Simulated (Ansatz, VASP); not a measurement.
**Two plane-wave programs on Ag**

```xyz
2
Lattice="0.0000 3.2475 3.2475 3.2475 0.0000 3.2475 3.2475 3.2475 0.0000" Properties=species:S:1:pos:R:3 pbc="T T T"
Ag    0.8119    0.8119    0.8119
Ag    5.6832    5.6832    5.6832
```

Alike in both runs: task single point; functional revPBE; k mesh 10 × 10 × 10; occupations fermi-dirac, width 0.1 eV; no spin polarisation.

|  | VASP | Ansatz |
| --- | --- | --- |
| version | VASP 6.6.1 | Ansatz 0.2.0 |
| potentials or method | VASP PAW PBE potentials, release 64 (Ag), cutoff 520 eV | plane waves (420 eV) with PAW, scalar-relativistic |
| valence electrons in the cell | 22 | 38 |

```csv
,VASP,Ansatz,Ansatz less VASP
pressure (GPa),-1.5,-1.5,+0.03
```

VASP's potentials were made for PBE, not for revPBE. The functional is the same, so the differences come from potentials, cutoffs and numerics. VASP's potentials hold 22 valence electrons a cell and Ansatz's 38, so a difference there can come from the potentials and not from the codes.
